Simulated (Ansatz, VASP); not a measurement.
HfN in VASP and in Ansatz

```xyz
2
Lattice="0.0000 2.2560 2.2560 2.2560 0.0000 2.2560 2.2560 2.2560 0.0000" Properties=species:S:1:pos:R:3 pbc="T T T"
Hf    0.0000    0.0000    0.0000
N     2.2560    2.2560    2.2560
```

Alike in both runs: task relaxation of cell and atoms; functional PBEsol; k mesh 12 × 12 × 12; occupations fermi-dirac, width 0.1 eV; no spin polarisation.

```csv
,VASP,Ansatz
version,VASP 6.6.1,Ansatz 0.2.0
potentials or method,"VASP PAW PBE potentials, release 64 (Hf_pv, N), cutoff 600 eV",PAW plane waves
valence electrons in the cell,15,31
```

```csv
,VASP,Ansatz,Ansatz less VASP
"gap on the k mesh at the Fermi level, each at its own relaxed structure (eV)",none,none,-
relaxed volume (Å³/atom),11.31,11.40,+0.092
relaxed length of the cell vector where the two differ most in proportion (Å),3.175,3.183,+0.0086
```

VASP's potentials were made for PBE, not for PBEsol, and Ansatz warns of the same on its side. A gap of «none» marks a metal or a gap that the smearing closes. VASP's potentials hold 15 valence electrons a cell and Ansatz's 31, so a difference there can come from the potentials and not from the codes.

Neither program's run includes spin-orbit coupling.
